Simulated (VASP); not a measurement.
# H (P6_3/mmc) in VASP: further runs

The runs below take H through single point, with PBE.

Everything below comes from runs of VASP 6.6.1. Logs are shortened: lines on timing, memory, paths and dates and some standing lists are left out, and cuts for length are marked.

## Step 1: The cell of the first run

The structure is hexagonal, space group P6_3/mmc (No. 194). The conventional cell has a = 3.702 Å, b = 3.702 Å, c = 4.884 Å, α = 90.00°, β = 90.00°, γ = 120.00°. Within 1.0 Å of H (site symmetry 3m) lie 1 H at 0.75 Å.

## Step 2: Single point, PBE (volume scaled by 0.88, then relaxed in part)

Contents of INCAR:

```
SYSTEM = H
PREC     = Accurate       ! precision mode
ENCUT    = 520            ! plane-wave cutoff, eV
EDIFF    = 1E-6           ! SCF threshold, eV
ISMEAR   = 0              ! smearing method
SIGMA    = 0.02           ! smearing width, eV
LREAL    = .FALSE.        ! projectors in reciprocal space
LASPH    = .TRUE.         ! aspherical terms in the spheres
NELM     = 80             ! most SCF steps
ALGO     = Normal         ! electronic algorithm
ISIF     = 2              ! what is computed and relaxed
LWAVE    = .FALSE.        ! write WAVECAR
LCHARG   = .FALSE.        ! write CHGCAR
GGA      = PE             ! functional
NBANDS   = 10             ! bands
```

Contents of KPOINTS:

```
regular mesh
0
G
  9 9 6
  0 0 0
```

Contents of POSCAR:

```
H
1.0
    3.7022311603      0.0000000000      0.0000000000
   -1.8511155802      3.2062262355      0.0000000000
    0.0000000000      0.0000000000      4.8843388106
H
4
Direct
    0.3333333333      0.6666666667      0.1731703994
    0.6666666667      0.3333333333      0.6731703994
    0.6666666667      0.3333333333      0.8268296006
    0.3333333333      0.6666666667      0.3268296006
```

Potentials or basis: VASP PAW PBE potentials, release 64 (H).

The run is started by

```bash
$ cat potpaw_PBE.64/H/POTCAR > POTCAR
$ mpirun -np 1 vasp_std > vasp.out
```

OUTCAR:

```text
SYSTEM = H
   PREC = Accurate
   ENCUT = 520
   EDIFF = 1E-6
   ISMEAR = 0
   LREAL = .FALSE.
   LASPH = .TRUE.
   NELM = 80
   ISIF = 2
   GGA = PE

 ion  position               nearest neighbor table
   1  0.333  0.667  0.173-   4 0.75
   2  0.667  0.333  0.673-   3 0.75
   3  0.667  0.333  0.827-   2 0.75
   4  0.333  0.667  0.327-   1 0.75

  LATTYP: Found a hexagonal cell.
 ALAT       =     3.7022311603
 C/A-ratio  =     1.3192960134

  Lattice vectors:

 A1 = (   3.7022311603,   0.0000000000,   0.0000000000)
 A2 = (  -1.8511155802,   3.2062262355,   0.0000000000)
 A3 = (   0.0000000000,   0.0000000000,   4.8843388106)

Analysis of symmetry for initial positions (statically):
=====================================================================
 Subroutine PRICEL returns:
 Original cell was already a primitive cell.

 Routine SETGRP: Setting up the symmetry group for a
 hexagonal supercell.

 Subroutine GETGRP returns: Found 24 space group operations
 (whereof 12 operations were pure point group operations)
 out of a pool of 24 trial point group operations.

The static configuration has the point symmetry D_3d.
 The point group associated with its full space group is D_6h.

Analysis of symmetry for dynamics (positions and initial velocities):
=====================================================================
 Subroutine PRICEL returns:
 Original cell was already a primitive cell.

 Routine SETGRP: Setting up the symmetry group for a
 hexagonal supercell.

 Subroutine GETGRP returns: Found 24 space group operations
 (whereof 12 operations were pure point group operations)
 out of a pool of 24 trial point group operations.

The dynamic configuration has the point symmetry D_3d.
 The point group associated with its full space group is D_6h.

 Subroutine INISYM returns: Found 24 space group operations
 (whereof 12 operations are pure point group operations),
 and found     1 'primitive' translations

----------------------------------------------------------------------------------------

                                     Primitive cell

  volume of cell :      57.9780

  direct lattice vectors                    reciprocal lattice vectors
     3.702231160  0.000000000  0.000000000     0.270107391  0.155946575  0.000000000
    -1.851115580  3.206226235  0.000000000     0.000000000  0.311893150  0.000000000
     0.000000000  0.000000000  4.884338811     0.000000000  0.000000000  0.204736002

  length of vectors
     3.702231160  3.702231160  4.884338811     0.311893150  0.311893150  0.204736002

  position of ions in fractional coordinates (direct lattice)
     0.333333333  0.666666667  0.173170399
     0.666666667  0.333333333  0.673170399
     0.666666667  0.333333333  0.826829601
     0.333333333  0.666666667  0.326829601

  ion indices of the primitive-cell ions
   primitive index   ion index
                 1           1
                 2           2
                 3           3
                 4           4

----------------------------------------------------------------------------------------

 KPOINTS: regular mesh

Automatic generation of k-mesh.
 Grid dimensions read from file:
 generate k-points for:    9    9    6

 Generating k-lattice:

  Cartesian coordinates                     Fractional coordinates (reciprocal lattice)
     0.030011932  0.017327397  0.000000000     0.111111111  0.000000000  0.000000000
     0.000000000  0.034654794  0.000000000     0.000000000  0.111111111  0.000000000
     0.000000000  0.000000000  0.034122667     0.000000000  0.000000000  0.166666667

  Length of vectors
     0.034654794  0.034654794  0.034122667

  Shift w.r.t. Gamma in fractional coordinates (k-lattice)
     0.000000000  0.000000000  0.000000000

 Subroutine IBZKPT returns following result:
 ===========================================

 Found     48 irreducible k-points:

 Following reciprocal coordinates:
            Coordinates               Weight
  0.000000  0.000000  0.000000      1.000000
  0.111111  0.000000  0.000000      6.000000
  0.222222  0.000000  0.000000      6.000000
  0.333333 -0.000000  0.000000      6.000000
  0.444444  0.000000  0.000000      6.000000
  0.111111  0.111111  0.000000      6.000000
[... 16 lines left out ...]
  0.333333  0.222222  0.166667     24.000000
  0.333333  0.333333  0.166667      4.000000
 [... further k-points ...]
   k-points           NKPTS =     48   k-points in BZ     NKDIM =     48   number of bands    NBANDS=     10
   number of dos      NEDOS =    301   number of ions     NIONS =      4
   total plane-waves  NPLWV =  28224
   dimension x,y,z NGX =    28 NGY =   28 NGZ =   36
   dimension x,y,z NGXF=    56 NGYF=   56 NGZF=   72
   ions per type =               4
   NGX,Y,Z   is equivalent  to a cutoff of  12.57, 12.57, 12.25 a.u.
   NGXF,Y,Z  is equivalent  to a cutoff of  25.15, 25.15, 24.51 a.u.
 SYSTEM =  H
   PREC   = accura    normal or accurate (medium, high low for compatibility)
   ISTART =      0    job   : 0-new  1-cont  2-samecut
   ICHARG =      2    charge: 1-file 2-atom 10-const
   ISPIN  =      1    spin polarized calculation?
   LNONCOLLINEAR =      F non collinear calculations
   LSORBIT =      F    spin-orbit coupling
   LASPH  =      T    aspherical Exc in radial PAW
   ENCUT  =  520.0 eV  38.22 Ry    6.18 a.u.   6.88  6.88  9.08*2*pi/ulx,y,z
   NELM   =     80;   NELMIN=  2; NELMDL= -5     # of ELM steps
   EDIFF  = 0.1E-05   stopping-criterion for ELM
   LREAL  =      F    real-space projection
   EDIFFG = 0.1E-04   stopping-criterion for IOM
   NSW    =      0    number of steps for IOM
   IBRION =     -1    ionic relax: 0-MD 1-quasi-New 2-CG
   NFREE  =      0    steps in history (QN), initial steepest desc. (CG)
   ISIF   =      2    stress and relaxation
   ISYM   =      2    0-nonsym 1-usesym 2-fastsym
   POTIM  = 0.5000    time-step for ionic-motion
   TEBEG  =    0.0;   TEEND  =   0.0 temperature during run
   PSTRESS=    0.0 pullay stress
   NELECT =       4.0000    total number of electrons
   NUPDOWN=      -1.0000    fix difference up-down
   EMIN   =  10.00;   EMAX   =-10.00  energy-range for DOS
   EFERMI =   0.00;   METHOD = LEGACY
   ISMEAR =     0;   SIGMA  =   0.02  broadening in eV -4-tet -1-fermi 0-gaus
   EFERMI_NEDOS =   21; number of points for ismear=-14 and -15
   IALGO  =     38    algorithm
   IMIX   =      4    mixing-type and parameters
     AMIX     =   0.40;   BMIX     =  1.00
     AMIX_MAG =   1.60;   BMIX_MAG =  1.00
  volume/ion in A,a.u.               =      14.49        97.81
  Fermi-wavevector in a.u.,A,eV,Ry     =   0.671440  1.268837  6.133931  0.450831
  Thomas-Fermi vector in A             =   1.747259
   LORBIT       =      0    0 simple, 1 ext, 2 COOP (PROOUT), +10 PAW based schemes
   GGA     = PE    functional components
   LHFCALC =     F    Hartree Fock is set to
   AEXX    =    0.0000 exact exchange contribution
   IVDW    =     0    specifies the selected vdW correction
   LEPSILON=     F    determine dielectric tensor
   LRPA    =     F    only Hartree local field effects (RPA)
 non-spin polarized calculation
 Gauss-broadening in eV      SIGMA  =   0.02
  energy-cutoff  :      520.00
  volume of cell :       57.98
 maximum number of plane-waves:      1590
 NGX is ok and might be reduce to    28
   NGX = 13   NGY = 13   NGZ = 19

 number of electron       4.0000001 magnetization

 Free energy of the ion-electron system (eV)
  ---------------------------------------------------
  ext. energy  EPLUGINS =         0.00000000
  ---------------------------------------------------
  free energy    TOTEN  =       -13.57440090 eV

  energy without entropy =      -13.57440090  energy(sigma->0) =      -13.57440090

 E-fermi :  -8.5361     XC(G=0):  -4.8154

 val. band max:       -8.6619079127   @ k =   0.0000   0.0000   0.0000
 cond. band min:       0.5059903258   @ k =   0.0000   0.0000   0.0000
 fundamental gap:      9.1678982386
 Fermi energy:        -8.5360516184

 k-point     1 :       0.0000    0.0000    0.0000
  band No.  band energies     occupation
      1     -10.3736      2.00000
      2      -8.6619      2.00000
      3       0.5060      0.00000
      4       3.7616      0.00000
      5       6.7092      0.00000
      6       8.3499      0.00000
      7       9.0718      0.00000
      8       9.0719      0.00000
      9      10.5579      0.00000
     10      10.5579      0.00000

 k-point     2 :       0.1111    0.0000    0.0000
  band No.  band energies     occupation
      1     -10.2966      2.00000
      2      -8.6668      2.00000
      3       0.6613      0.00000
      4       3.5154      0.00000
      5       6.0213      0.00000
      6       8.0261      0.00000
      7       8.3272      0.00000
      8       8.9989      0.00000
      9      11.3996      0.00000
     10      11.4247      0.00000

 k-point     3 :       0.2222    0.0000    0.0000
  band No.  band energies     occupation
      1     -10.0816      2.00000
      2      -8.6948      2.00000
      3       1.1193      0.00000
      4       2.8833      0.00000
      5       4.9837      0.00000
      6       7.1414      0.00000
      7       7.3931      0.00000
      8       8.7013      0.00000
      9      11.5349      0.00000
     10      12.0854      0.00000
[... 248 lines left out ...]
 k-point    23 :       0.3333    0.2222    0.1667
  band No.  band energies     occupation
      1      -9.3292      2.00000
      2      -8.9914      2.00000
      3       1.7487      0.00000
      4       2.4685      0.00000
      5       3.3001      0.00000
      6       5.2609      0.00000
      7       6.2084      0.00000
      8       6.6254      0.00000
      9      10.8492      0.00000
     10      11.9788      0.00000

 k-point    24 :       0.3333    0.3333    0.1667
  band No.  band energies     occupation
      1      -9.1376      2.00000
      2      -9.1376      2.00000
      3       2.0064      0.00000
      4       2.6778      0.00000
      5       2.6778      0.00000
      6       5.6459      0.00000
      7       5.6459      0.00000
      8       6.1455      0.00000
      9      10.4424      0.00000
     10      13.8609      0.00000

 [... further k-points ...]

------------------------ aborting loop because EDIFF is reached ----------------------------------------

  FORCE on cell =-STRESS in cart. coord.  units (eV):
  Direction    XX          YY          ZZ          XY          YZ          ZX
  --------------------------------------------------------------------------------------
  -------------------------------------------------------------------------------------
  Total       -0.0156861     -0.0156861     -0.0301767      0.0000000     -0.0000000      0.0000000
  in kB       -0.4334725     -0.4334725     -0.8339099      0.0000000     -0.0000000      0.0000000
  external PRESSURE =      -0.5669517 kB  Pullay stress =       0.0000000 kB

 VOLUME and BASIS-vectors are now :
 -----------------------------------------------------------------------------
  energy-cutoff  :      520.00
  volume of cell :       57.98
      direct lattice vectors                 reciprocal lattice vectors
     3.702231160  0.000000000  0.000000000     0.270107391  0.155946575  0.000000000
    -1.851115580  3.206226235  0.000000000     0.000000000  0.311893150  0.000000000
     0.000000000  0.000000000  4.884338811     0.000000000  0.000000000  0.204736002

 POSITION                                       TOTAL-FORCE (eV/Angst)
 -----------------------------------------------------------------------------------
     -0.00000      2.13748      0.84582        -0.000000      0.000000      0.012113
      1.85112      1.06874      3.28799         0.000000      0.000000      0.012113
      1.85112      1.06874      4.03852        -0.000000     -0.000000     -0.012113
     -0.00000      2.13748      1.59635        -0.000000      0.000000     -0.012113
 -----------------------------------------------------------------------------------
    total drift:                                0.000000     -0.000000      0.000000

  FREE ENERGIE OF THE ION-ELECTRON SYSTEM (eV)
  ---------------------------------------------------
  free  energy   TOTEN  =       -13.5744009000 eV

  energy  without entropy=      -13.5744009000  energy(sigma->0) =      -13.57440090
```

Run time: 30 s. Hardware: 1 thread of AMD EPYC 7R13, shared host; peak memory 0.14 GiB.

What came out:

- Free energy: -13.5744 eV
- Pressure: -0.1 GPa
- Largest force: 0.012 eV/Å
- Band gap on the k mesh: 9.17 eV, direct

Forces on the atoms (eV/Å):
```
H    0.000  0.000  0.012
H    0.000  0.000  0.012
H    0.000  0.000 -0.012
H    0.000  0.000 -0.012
```

 A k mesh can miss the band edges.

## Step 3: Single point, PBE (volume scaled by 0.91, then relaxed in part)

Contents of INCAR:

```
ALGO = Normal ; EDIFF = 1E-6
ENCUT = 520 ; GGA = PE
ISIF = 2 ; ISMEAR = 0
LASPH = T ; LCHARG = F
LREAL = F ; LWAVE = F
NBANDS = 10 ; NELM = 60
PREC = Accurate ; SIGMA = 0.02
```

Contents of KPOINTS:

```
k-points
0
Gamma
  9 9 6
```

Contents of POSCAR:

```
H
1.0
    3.7470861274      0.0000000000      0.0000000000
   -1.8735430637      3.2450717765      0.0000000000
    0.0000000000      0.0000000000      4.9306504445
H
4
Direct
    0.3333333333      0.6666666667      0.1738858178
    0.6666666667      0.3333333333      0.6738858178
    0.6666666667      0.3333333333      0.8261141822
    0.3333333333      0.6666666667      0.3261141822
```

Potentials or basis: VASP PAW PBE potentials, release 64 (H).

The run is started by

```bash
$ cat potpaw_PBE.64/H/POTCAR > POTCAR
$ mpirun -np 1 vasp_std > vasp.out
```

Wall time 32 s (1 thread of AMD EPYC 7R13, shared host); peak memory 0.14 GiB.

The run converged. Its results:

* Free energy: -13.5758 eV
* Pressure: -0.1 GPa
* Largest force: 0.012 eV/Å
* Band gap on the k mesh: 9.21 eV, direct

Forces on the atoms (eV/Å):
```
H    0.000  0.000  0.012
H    0.000  0.000  0.012
H    0.000  0.000 -0.012
H    0.000  0.000 -0.012
```

Levels at points of the mesh, in eV from the valence-band top:
```csv
k point,band 1,band 2,band 3,band 4,band 5,band 6,band 7
"(0.00, 0.00, 0.00)",-1.62,0.00,9.21,12.27,15.25,16.84,17.55
"(0.00, 0.00, 0.50)",-0.89,-0.89,10.46,10.46,17.48,17.48,18.72
```

## Step 4: Single point, PBE (volume scaled by 0.94, then relaxed in part)

Contents of INCAR:

```
  PREC = Accurate
  ENCUT = 520
  EDIFF = 1E-6
  ISMEAR = 0
  SIGMA = 0.02
  LREAL = False
  LASPH = True
  NELM = 60
  ALGO = Normal
  ISIF = 2
  LWAVE = False
  LCHARG = False
  GGA = PE
  NBANDS = 10
```

Contents of KPOINTS:

```
regular mesh
0
Gamma
  9 9 6
```

Contents of POSCAR:

```
H
1.0
    3.7900977211      0.0000000000      0.0000000000
   -1.8950488605      3.2823209093      0.0000000000
    0.0000000000      0.0000000000      4.9782558373
H
4
Direct
    0.3333333333      0.6666666667      0.1746078973
    0.6666666667      0.3333333333      0.6746078973
    0.6666666667      0.3333333333      0.8253921027
    0.3333333333      0.6666666667      0.3253921027
```

The run is started by

```bash
$ cat potpaw_PBE.64/H/POTCAR > POTCAR
$ mpirun -np 1 vasp_std > vasp.out
```

Run time: 40 s. Hardware: 1 thread of AMD EPYC 7R13, shared host; peak memory 0.14 GiB.

It converged, with:

| Item | Value |
| --- | --- |
| Free energy | -13.5767 eV |
| Pressure | -0.1 GPa |
| Largest force | 0.012 eV/Å |
| Band gap on the k mesh | 9.26 eV, direct |

Forces in eV/Å, atoms in the order of the input:
```
H    0.000  0.000  0.012
H    0.000  0.000  0.012
H    0.000  0.000 -0.012
H    0.000  0.000 -0.012
```

Levels at points of the mesh, in eV from the valence-band top:
| k point | band 1 | band 2 | band 3 | band 4 | band 5 | band 6 |
| --- | --- | --- | --- | --- | --- | --- |
| (0.00, 0.00, 0.00) | -1.53 | 0.00 | 9.26 | 12.12 | 15.15 | 16.68 |
| (0.00, 0.00, 0.50) | -0.84 | -0.84 | 10.41 | 10.41 | 17.31 | 17.31 |

 A k mesh can miss the band edges.

## Step 5: The runs side by side

| cell | gap on the mesh (eV) | pressure (GPa) | largest force (eV/Å) |
| --- | --- | --- | --- |
| a = 3.702, b = 3.702, c = 4.884 Å, angles 90.0, 90.0, 120.0°, 4 atoms | 9.17 | -0.1 | 0.01 |
| a = 3.747, b = 3.747, c = 4.931 Å, angles 90.0, 90.0, 120.0°, 4 atoms | 9.21 | -0.1 | 0.01 |
| a = 3.790, b = 3.790, c = 4.978 Å, angles 90.0, 90.0, 120.0°, 4 atoms | 9.26 | -0.1 | 0.01 |

Alike in all rows: task single point; level PBE; potentials or basis VASP PAW PBE potentials, release 64 (H); no spin polarisation; k mesh 9 × 9 × 6; cutoff (eV) 520; smearing gaussian 0.02 eV.

Total energies depend on the potentials used, so only differences within one code and one set of settings carry meaning.
